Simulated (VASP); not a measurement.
# HfN (Fm-3m) in VASP: a series of runs, part 2 of 2

VASP 6.6.1. The steps go on from the part before.

### Step 5. Single point, RPBE (volume scaled by 0.96)

The input, INCAR:

```
  PREC = Accurate
  ENCUT = 520
  EDIFF = 1E-6
  ISMEAR = 0
  SIGMA = 0.05
  LREAL = F
  LASPH = T
  NELM = 100
  ALGO = Normal
  ISIF = 2
  LWAVE = F
  LCHARG = F
  GGA = RP
  NBANDS = 14
```

The input, KPOINTS:

```
regular mesh
0
Gamma
  10 10 10
```

The input, POSCAR:

```
HfN
1.0
    0.0000000000      2.2563071536      2.2563071536
    2.2563071536      0.0000000000      2.2563071536
    2.2563071536      2.2563071536      0.0000000000
Hf N
1 1
Direct
    0.5000000000      0.5000000000      0.5000000000
    0.0000000000      0.0000000000      0.0000000000
```

Potentials or basis: VASP PAW PBE potentials, release 64 (Hf_pv, N).

Started as:

```console
cat potpaw_PBE.64/Hf_pv/POTCAR potpaw_PBE.64/N/POTCAR > POTCAR
mpirun -np 1 vasp_std > vasp.out
```

OUTCAR:

```text
PREC = Accurate
   ENCUT = 520
   EDIFF = 1E-6
   ISMEAR = 0
   LREAL = F
   LASPH = T
   NELM = 100
   ISIF = 2
   GGA = RP

 ion  position               nearest neighbor table
   1  0.500  0.500  0.500-   2 2.26   2 2.26   2 2.26   2 2.26   2 2.26   2 2.26
   2  0.000  0.000  0.000-   1 2.26   1 2.26   1 2.26   1 2.26   1 2.26   1 2.26

  LATTYP: Found a face centered cubic cell.
 ALAT       =     4.5126143072

  Lattice vectors:

 A1 = (   0.0000000000,   2.2563071536,   2.2563071536)
 A2 = (   2.2563071536,   0.0000000000,   2.2563071536)
 A3 = (   2.2563071536,   2.2563071536,   0.0000000000)

Analysis of symmetry for initial positions (statically):
=====================================================================
 Subroutine PRICEL returns:
 Original cell was already a primitive cell.

 Routine SETGRP: Setting up the symmetry group for a
 face centered cubic supercell.

 Subroutine GETGRP returns: Found 48 space group operations
 (whereof 48 operations were pure point group operations)
 out of a pool of 48 trial point group operations.

The static configuration has the point symmetry O_h .

Analysis of symmetry for dynamics (positions and initial velocities):
[... 167 lines left out ...]
  band No.  band energies     occupation
      1     -22.6405      2.00000
      2     -22.6405      2.00000
      3     -22.6405      2.00000
      4      -9.0740      2.00000
      5       5.4835      2.00000
      6       5.4835      2.00000
      7       5.4835      2.00000
      8       8.2128      2.00000
      9       8.2128      2.00000
     10       8.2128      2.00000
     11      10.3440      0.00000
     12      10.5360      0.00000
     13      10.5360      0.00000
     14      18.0776      0.00000
[... 377 lines left out ...]
      1     -23.3175      2.00000
      2     -22.9053      2.00000
      3     -22.8761      2.00000
      4      -7.6885      2.00000
      5       1.9065      2.00000
      6       3.9031      2.00000
      7       4.3824      2.00000
      8       6.0640      2.00000
      9      12.6570      0.00000
     10      13.1444      0.00000
     11      13.3261      0.00000
     12      13.3866      0.00000
     13      17.7506      0.00000
     14      19.9647      0.00000

 [... further k-points ...]
[... 5 lines left out ...]
  --------------------------------------------------------------------------------------
  -------------------------------------------------------------------------------------
  Total        1.2405918      1.2405918      1.2405918      0.0000000      0.0000000      0.0000000
  in kB       86.5196652     86.5196652     86.5196652      0.0000000      0.0000000      0.0000000
  external PRESSURE =      86.5196652 kB  Pullay stress =       0.0000000 kB

 VOLUME and BASIS-vectors are now :
 -----------------------------------------------------------------------------
  energy-cutoff  :      520.00
  volume of cell :       22.97
      direct lattice vectors                 reciprocal lattice vectors
     0.000000000  2.256307154  2.256307154    -0.221601035  0.221601035  0.221601035
     2.256307154  0.000000000  2.256307154     0.221601035 -0.221601035  0.221601035
     2.256307154  2.256307154  0.000000000     0.221601035  0.221601035 -0.221601035

 POSITION                                       TOTAL-FORCE (eV/Angst)
 -----------------------------------------------------------------------------------
      2.25631      2.25631      2.25631        -0.000000      0.000000     -0.000000
      0.00000      0.00000      0.00000         0.000000     -0.000000      0.000000
 -----------------------------------------------------------------------------------
    total drift:                                0.000000     -0.000000     -0.000000

  FREE ENERGIE OF THE ION-ELECTRON SYSTEM (eV)
  ---------------------------------------------------
  free  energy   TOTEN  =       -20.7472316712 eV

  energy  without entropy=      -20.7461004183  energy(sigma->0) =      -20.74666604
```

OSZICAR:

```text
N       E                     dE             d eps       ncg     rms          rms(c)
DAV:   1     0.312054693874E+02    0.31205E+02   -0.77972E+03  1316   0.102E+03
DAV:   2    -0.220440592158E+02   -0.53250E+02   -0.49286E+02  1724   0.227E+02
DAV:   3    -0.237086737214E+02   -0.16646E+01   -0.16598E+01  1502   0.312E+01
DAV:   4    -0.237144675084E+02   -0.57938E-02   -0.57933E-02  1616   0.213E+00
DAV:   5    -0.237145071754E+02   -0.39667E-04   -0.39668E-04  1510   0.154E-01    0.492E+01
DAV:   6    -0.208302709703E+02    0.28842E+01   -0.80244E+00  1418   0.219E+01    0.416E+01
DAV:   7    -0.207692697715E+02    0.61001E-01   -0.42903E-01  1610   0.591E+00    0.264E+01
DAV:   8    -0.207521003860E+02    0.17169E-01   -0.94232E-02  1484   0.275E+00    0.590E+00
DAV:   9    -0.207472667206E+02    0.48337E-02   -0.12472E-02  1448   0.929E-01    0.193E+00
DAV:  10    -0.207472645441E+02    0.21766E-05   -0.89647E-04  1748   0.296E-01    0.447E-01
DAV:  11    -0.207472341393E+02    0.30405E-04   -0.61374E-05  1532   0.785E-02    0.122E-01
DAV:  12    -0.207472318821E+02    0.22572E-05   -0.79727E-06  1782   0.239E-02    0.145E-02
DAV:  13    -0.207472316712E+02    0.21091E-06   -0.21064E-07   856   0.472E-03
   1 F= -.20747232E+02 E0= -.20746666E+02  d E =-.113125E-02
```

Run time: 20 s. Hardware: 1 thread of Intel Xeon 8259CL, shared host; peak memory 0.15 GiB.

Results:

```yaml
Free_energy: -20.7472 eV
Pressure: 8.7 GPa
```

Caveat: the PAW data sets were made with another functional, which shifts forces and pressure a little; spin-orbit coupling is left out, which moves the levels of the heavy elements.

### Step 6. Summary

```csv
level,cell,gap on the mesh (eV),pressure (GPa)
PBEsol+D3(BJ),"a = 3.204 Å, angles 60.0°, 2 atoms",none,-12.8
RPBE,"a = 3.195 Å, angles 60.0°, 2 atoms",none,7.6
RPBE,"a = 3.213 Å, angles 60.0°, 2 atoms",none,2.9
RPBE,"a = 3.191 Å, angles 60.0°, 2 atoms",none,8.7
```

Alike in all rows: task single point; potentials or basis VASP PAW PBE potentials, release 64 (Hf_pv, N); no spin polarisation; k mesh 10 × 10 × 10; cutoff (eV) 520; smearing gaussian 0.05 eV.

Caveats: the PAW data sets were made with another functional, which shifts forces and pressure a little; spin-orbit coupling is left out, which moves the levels of the heavy elements; pairwise dispersion overbinds metals, which lowers pressure and volume (some runs).

Absolute energies hang on the potentials; compare differences alone.
